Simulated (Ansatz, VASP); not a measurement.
**NiNF3 in VASP and in Ansatz**

Contents of INCAR:

```
SYSTEM = NiNF3
PREC = Accurate
ENCUT = 520
EDIFF = 1E-6
ISMEAR = -1
SIGMA = 0.1
LREAL = .FALSE.
LASPH = .TRUE.
NELM = 150
ALGO = Normal
ISIF = 2
LWAVE = .FALSE.
LCHARG = .TRUE.
ISPIN = 2
MAGMOM = 1.5 0 0 0 0
LORBIT = 11
LMAXMIX = 4
LDAU = .TRUE.
LDAUTYPE = 1
LDAUL = 2 -1 -1
LDAUU = 5.9 0 0
LDAUJ = 0.9 0 0
LDAUPRINT = 1
GGA = PE
LELF = .TRUE.
LVHAR = .TRUE.
NBANDS = 30
```

File KPOINTS:

```
regular mesh
0
G
  7 7 7
  0 0 0
```

The input POSCAR:

```
NiNF3
1.0
    3.9288370000      0.0000000000      0.0000000000
    0.0000000000      3.9288370000      0.0000000000
    0.0000000000      0.0000000000      3.9288370000
Ni N F
1 1 3
Direct
    0.5000000000      0.5000000000      0.5000000000
    0.0000000000      0.0000000000      0.0000000000
    0.0000000000      0.5000000000      0.5000000000
    0.5000000000      0.5000000000      0.0000000000
    0.5000000000      0.0000000000      0.5000000000
```

Input for Ansatz:

```yaml
crystal:
  lattice:
    - [3.928837, 0.0, 0.0]
    - [0.0, 3.928837, 0.0]
    - [0.0, 0.0, 3.928837]
  atoms:
    - { symbol: Ni, position: [0.49999999999999994, 0.49999999999999994, 0.49999999999999994] }
    - { symbol: "N", position: [0.0, 0.0, 0.0] }
    - { symbol: F, position: [0.0, 0.49999999999999994, 0.49999999999999994] }
    - { symbol: F, position: [0.49999999999999994, 0.49999999999999994, 0.0] }
    - { symbol: F, position: [0.49999999999999994, 0.0, 0.49999999999999994] }
basis:
  ecutwfc: 550.0
kpoints:
  mp_grid:
    grid: [7, 7, 7]
hamiltonian:
  hubbard:
    - { species: Ni, l: d, u: 5.9, j: 0.9 }
magnetization:
  spin_polarized: true
  per_species:
    Ni: 1.5
scf:
  occupations:
    method: fermi_dirac
```

Alike in both runs: task single point; functional PBE; k mesh 7 × 7 × 7; collinear spin; Hubbard terms Ni d U = 5.9 eV, J = 0.9 eV.

|  | VASP | Ansatz |
| --- | --- | --- |
| version | VASP 6.6.1 | Ansatz 0.2.0 |
| potentials or method | VASP PAW PBE potentials, release 64 (Ni, N, F), cutoff 520 eV | plane waves, PAW |
| occupations | fermi-dirac, width 0.1 eV | fermi-dirac |
| valence electrons in the cell | 36 | 44 |

|  | VASP | Ansatz | Ansatz less VASP |
| --- | --- | --- | --- |
| net moment per atom (μB) | 0.40 | 0.14 | -0.262 |
| size of the moment on the site where the two differ most (μB) | 0.00 | 2.31 | +2.308 |

The net moments are unlike, so the other rows may belong to different states. Site moments also hang on the region over which each program counts them. The programs project onto different local orbitals, so the same U acts differently, and such runs can settle in different states. VASP's potentials hold 36 valence electrons a cell and Ansatz's 44, so a difference there can come from the potentials and not from the codes. Ansatz's warnings: filled band counts differ across k points.
